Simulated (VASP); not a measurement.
Write the native input for VASP 6.6.1 that does the following.

* Task: single point
* Functional: PBE
* Potentials or basis: VASP PAW PBE potentials, release 64 (K_sv, Nb_sv, O)
* Cutoff: 600 eV
* k mesh: 6 × 6 × 6
* Occupations: methfessel-paxton, width 0.02 eV
* Spin: no spin polarisation
* Dipole correction: no
* Further INCAR settings: ALGO = Normal; EDIFF = 1e-06; NBANDS = 28

The structure of KNbO3 lies in POSCAR:

```
KNbO3
1.0
    4.0259844473      0.0000000000      0.0000000000
    0.0000000000      4.0259844473      0.0000000000
    0.0000000000      0.0000000000      4.0259844473
K Nb O
1 1 3
Direct
    0.0000000000      0.0000000000      0.0000000000
    0.5000000000      0.5000000000      0.5000000000
    0.0000000000      0.5000000000      0.5000000000
    0.5000000000      0.0000000000      0.5000000000
    0.5000000000      0.5000000000      0.0000000000
```

These files were run (other wordings do the same):

INCAR

```
SYSTEM = KNbO3
  PREC = Accurate
  ENCUT = 600
  EDIFF = 1E-6
  ISMEAR = 1
  SIGMA = 0.02
  LREAL = .False.
  LASPH = .True.
  NELM = 120
  ALGO = Normal
  ISIF = 2
  LWAVE = .False.
  LCHARG = .False.
  GGA = PE
  NBANDS = 28
  GGA_COMPAT = .False.
```

KPOINTS

```
Automatic mesh
0
Gamma
  6 6 6
  0 0 0
```

Potentials or basis: VASP PAW PBE potentials, release 64 (K_sv, Nb_sv, O).

Launch:

```bash
$ cat potpaw_PBE.64/K_sv/POTCAR potpaw_PBE.64/Nb_sv/POTCAR potpaw_PBE.64/O/POTCAR > POTCAR
$ mpirun -np 1 vasp_std > vasp.out
```

Results of the run:

| Quantity | Value |
| --- | --- |
| Pressure | -0.2 GPa |
| Band gap on the k mesh | 1.51 eV, indirect (least direct gap 2.17 eV) |

It took 30 s on 1 thread of Intel(R) Xeon(R) Platinum 8375C CPU @ 2.90GHz (Ice Lake), on a shared host, peak memory 0.2 GiB.
